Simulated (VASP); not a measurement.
Input of a VASP 6.6.1 run:

File INCAR:

```
SYSTEM = Ge8HS8
PREC = Accurate
ENCUT = 520
EDIFF = 1E-6
ISMEAR = 0
SIGMA = 0.02
LREAL = Auto
LASPH = .True.
NELM = 100
ALGO = Normal
ISIF = 2
LWAVE = .False.
LCHARG = .True.
GGA = PE
LELF = .True.
LVHAR = .True.
NBANDS = 94
```

The input KPOINTS:

```
Automatic mesh
0
Gamma
  3 3 2
  0 0 0.5
```

The input POSCAR:

```
Ge8HS8
1.0
    0.0000000000     -3.6648200634     -4.4582437440
    0.0000000000     -3.6648200634      4.4582437440
  -10.7854111416      0.0000000000      0.0000000000
Ge S H
8 8 1
Direct
    0.1876400847      0.5607740127      0.1360656521
    0.6872888993      0.0612807310      0.1273285721
    0.8495890303      0.4659451341      0.8751747964
    0.2838125859      0.9004441920      0.8752903228
    0.6884674241      0.5583004720      0.3764137451
    0.1901767880      0.0601446423      0.3764011355
    0.3112121048      0.4405524982      0.6106595209
    0.8034690933      0.9476307940      0.6297453023
    0.1226676680      0.6258929578      0.3566866343
    0.6201797214      0.1283015008      0.3521292745
    0.8843720336      0.3817839903      0.6531967959
    0.3693184699      0.8674715830      0.6534653995
    0.1208753693      0.1276724405      0.1530684346
    0.6207388257      0.6278021452      0.1530641696
    0.8612051173      0.8886565100      0.8527296622
    0.3978349802      0.3541410929      0.8322384638
    0.2387980449      0.5155590456      0.8776014077
```

Potentials or basis: VASP PAW PBE potentials, release 64 (Ge_d, S, H).

The run is started by

```bash
$ cat potpaw_PBE.64/Ge_d/POTCAR potpaw_PBE.64/S/POTCAR potpaw_PBE.64/H/POTCAR > POTCAR
$ mpirun -np 1 vasp_std > vasp.out
```

**Question.** What does it give for the pressure?

**Answer.** 0.4 GPa.

**Question.** What does it give for the largest force?

**Answer.** 0.066 eV/Å.

Forces on the atoms (eV/Å):
```
Ge   0.009  0.001  0.014
Ge   0.000 -0.004  0.002
Ge  -0.006 -0.007 -0.011
Ge  -0.007 -0.003 -0.019
Ge  -0.001  0.000  0.005
Ge  -0.004 -0.002  0.005
Ge   0.017  0.002 -0.005
Ge   0.012  0.002 -0.005
S   -0.014 -0.001  0.003
S    0.003 -0.004 -0.003
S   -0.011  0.009  0.006
S    0.001  0.005  0.008
S    0.005  0.005 -0.003
S    0.004 -0.005 -0.011
S   -0.006 -0.016  0.016
S   -0.010  0.039  0.052
H    0.009 -0.021 -0.053
```

Caveat: the k points lie up to 0.37 Å⁻¹ apart.
